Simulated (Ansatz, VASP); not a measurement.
# BaZnH4 in VASP and in Ansatz

```
Ba Zn H
1.0
     3.77085    0.00000    0.00000
     0.00000    3.77085    0.00000
     0.00000    0.00000    5.01401
Ba Zn H
1 1 4
Direct
  0.50000 0.50000 0.50000
  0.00000 0.00000 0.00000
  0.00000 0.00000 0.66914
  0.50000 0.00000 0.00000
  0.00000 0.50000 0.00000
  0.00000 0.00000 0.33086
```

Alike in both runs: task relaxation of cell and atoms; functional PBE; k mesh 10 × 10 × 8; occupations gaussian, width 0.1 eV; no spin polarisation.

|  | VASP | Ansatz |
| --- | --- | --- |
| version | VASP 6.6.1 | Ansatz 0.2.0 |
| potentials or method | VASP PAW PBE potentials, release 64 (Ba_sv, Zn, H), cutoff 600 eV | scalar-relativistic, plane waves, PAW |
| valence electrons in the cell | 26 | 26 |

Ansatz gave:

| Item | Value |
| --- | --- |
| gap on the k mesh at the Fermi level, each at its own relaxed structure (eV) | none |
| relaxed volume (Å³/atom) | 12.02 |
| relaxed length of the cell vector where the two differ most in proportion (Å) | 3.778 |

Problem. What did VASP give for the same quantities?

Solution. gap on the k mesh at the Fermi level, each at its own relaxed structure (eV): none; relaxed volume (Å³/atom): 12.23; relaxed length of the cell vector where the two differ most in proportion (Å): 3.811.

A gap of «none» marks a metal or a gap that the smearing closes.

Spin-orbit coupling is off throughout.
